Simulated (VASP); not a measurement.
**NiMoIrPdW: single point with PBEsol**

NiMoIrPdW:

```xyz
10
Lattice="2.7366 0.0000 0.0000 -1.3683 2.3700 0.0000 0.0000 0.0000 21.6281" Properties=species:S:1:pos:R:3 pbc="T T T"
Ni    0.0000    1.5800    0.9510
Ni    1.3683    0.7900   20.6763
Mo    1.3683    0.7900    7.4038
Mo    1.3683    0.7900   16.5047
Pd    0.0000    1.5800    9.6771
Pd    0.0000    1.5800   14.2167
Ir    0.0000    1.5800    5.1869
Ir    0.0000    1.5800   18.6294
W     1.3683    0.7900    2.9476
W     1.3683    0.7900   11.9472
```

| Quantity | Value |
| --- | --- |
| Program | VASP 6.6.1 |
| Task | single point |
| Functional | PBEsol |
| Potentials or basis | VASP PAW PBE potentials, release 64 (Ni, Mo_sv, Pd, Ir, W_sv) |
| Cutoff | 520 eV |
| k mesh | 8 × 8 × 1 |
| Occupations | fermi-dirac, width 0.05 eV |
| Spin | collinear spin, ferromagnetic start |
| Starting moments | [1.0, 1.0, 1.0, 1.0, 0.0, 0.0, 0.6, 0.6, 0.0, 0.0] μB |

| Quantity | Value |
| --- | --- |
| Pressure | 0.5 GPa |
| Largest force | 0.041 eV/Å |
| Band gap on the k mesh | zero (filled and empty bands overlap) |
| Net moment | 0.00 μB per cell |
| Valence electrons inside the program's atomic spheres | Ni 9.32, 9.22; Mo 12.54, 12.58; Pd 9.68; Ir 8.50, 8.43; W 12.18, 12.09 |

Forces in eV/Å, atoms in the order of the input:
```
Ni   0.000  0.000 -0.029
Ni   0.000  0.000  0.014
Mo   0.000  0.000  0.025
Mo   0.000  0.000 -0.041
Pd   0.000  0.000 -0.014
Pd   0.000  0.000  0.014
Ir   0.000  0.000  0.015
Ir   0.000  0.000  0.035
W    0.000  0.000 -0.017
W    0.000  0.000 -0.001
```

Levels at points of the mesh, in eV from the Fermi level:
Spin up:
```
           k point  band 54  band 55  band 56  band 57  band 58  band 59
(0.00, 0.00, 0.00)    -1.03    -1.03    -0.67    -0.67    -0.66    -0.45
(0.50, 0.00, 0.00)    -0.11     0.49     0.98     1.06     1.39     1.42
```
Spin down:
```csv
k point,band 52,band 53,band 54,band 55,band 56,band 57,band 58,band 59,band 60,band 61
"(0.00, 0.00, 0.00)",-1.62,-1.43,-1.04,-1.04,-0.67,-0.67,-0.66,-0.45,-0.37,-0.37
"(0.50, 0.00, 0.00)",-0.19,-0.18,-0.11,0.49,0.98,1.06,1.39,1.42,1.61,1.66
```

It took 15 min on 1 thread of Oxide Virtual Turin-like Processor, on a shared host, peak memory 0.38 GiB.

Caveat: the moments typed at the start vanished in this run; the PAW data sets were made with another functional, which shifts forces and pressure a little; spin-orbit coupling is left out, which moves the levels of the heavy elements.
